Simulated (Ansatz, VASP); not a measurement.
# One calculation of Hf, two programs

```
Hf
1.0
     3.13144    0.00000    0.00000
    -1.56572    2.71191    0.00000
     0.00000    0.00000    4.95455
Hf
2
Direct
  0.66667 0.33333 0.75000
  0.33333 0.66667 0.25000
```

Change from the starting cell: volume scaled by 0.94.

Alike in both runs: task single point; functional LDA; k mesh 10 × 10 × 5; occupations fermi-dirac, width 0.05 eV; no spin polarisation.

|  | VASP | Ansatz |
| --- | --- | --- |
| version | VASP 6.6.1 | Ansatz 0.2.0 |
| potentials or method | VASP PAW LDA potentials, release 64 (Hf_pv), cutoff 520 eV | all-electron LAPW, scalar-relativistic |

```csv
,VASP,Ansatz,Ansatz less VASP
gap on the k mesh at the Fermi level (eV),none,none,-
pressure (GPa),-1.3,-1.4,-0.03
"traceless stress, the component that is largest in VASP (GPa)",-0.11,-0.09,+0.020
```

LDA's correlation is that of Perdew and Zunger in VASP and of Perdew and Wang (1992) in Ansatz. A gap of «none» marks a metal or a gap that the smearing closes. Ansatz ran all-electron here, and VASP with PAW potentials.

Spin-orbit coupling is off throughout.
